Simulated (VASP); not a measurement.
Input of a VASP 6.6.1 run:

INCAR

```
PREC = Accurate
ENCUT = 520
EDIFF = 1E-7
ISMEAR = -1
SIGMA = 0.1
LREAL = F
LASPH = T
NELM = 100
ALGO = Normal
ISIF = 2
LWAVE = F
LCHARG = F
GGA = PE
NBANDS = 19
```

KPOINTS

```
Automatic mesh
0
Gamma
  12 12 7
```

The input POSCAR:

```
Cd
1.0
    1.6490690000      2.8562710000      0.0000000000
   -1.6490690000      2.8562710000      0.0000000000
    0.0000000000      0.0000000000      5.1678450000
Cd
2
Direct
    0.3333300000      0.3333400000      0.2500000000
    0.6666600000      0.6666700000      0.7500000000
```

Potentials or basis: VASP PAW PBE potentials, release 64 (Cd).

Launch:

```console
$ cat potpaw_PBE.64/Cd/POTCAR > POTCAR
$ mpirun -np 1 vasp_std > vasp.out
```

Estimate the pressure.

-2.2 GPa.

What does it give for the band gap on the k mesh?

Zero (band 12 reaches 3.14 eV, above the bottom of band 13 at 1.10 eV).

Stress tensor (GPa, compression positive):
```
-2.23  0.00  0.00
 0.00 -2.23  0.00
 0.00  0.00 -2.00
```
